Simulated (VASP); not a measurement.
**Sb: single point with PBE**

Sb:

```
Sb
1.0
     2.18790    1.26319    3.84317
    -2.18790    1.26319    3.84317
     0.00000   -2.52637    3.84317
Sb
2
Direct
  0.23268 0.23268 0.23268
  0.76732 0.76732 0.76732
```

| Quantity | Value |
| --- | --- |
| Program | VASP 6.6.1 |
| Task | single point |
| Functional | PBE |
| Potentials or basis | VASP PAW PBE potentials, release 64 (Sb) |
| Cutoff | 500 eV |
| k mesh | 5 × 5 × 5 |
| Occupations | fermi-dirac, width 0.1 eV |
| Spin | no spin polarisation |
| Dipole correction | no |
| Further INCAR settings | ALGO = Normal; EDIFF = 1e-06; NBANDS = 12 |

```yaml
Pressure: -0.1 GPa
Largest_force: 0.090 eV/Å
Band_gap_on_the_k_mesh: 0.35 eV, indirect (least direct gap 0.57 eV)
```

Forces in eV/Å, atoms in the order of the input:
```
Sb   0.000  0.000 -0.090
Sb   0.000  0.000  0.090
```

Stress tensor (GPa, compression positive):
```
 0.06  0.00  0.00
 0.00  0.06  0.00
 0.00  0.00 -0.43
```

Levels at points of the mesh, in eV from the valence-band top:
| k point | band 2 | band 3 | band 4 | band 5 | band 6 | band 7 | band 8 | band 9 |
| --- | --- | --- | --- | --- | --- | --- | --- | --- |
| (0.00, 0.00, 0.00) | -4.98 | -1.87 | -1.60 | -1.60 | 2.06 | 2.68 | 2.68 | 5.26 |

It took 16 s on 1 thread of AMD EPYC 9R45 (Zen 5), with other jobs on the host, peak memory 0.17 GiB.

Caveat: spin-orbit coupling is left out, which moves the levels of the heavy elements. A k mesh can miss the band edges.
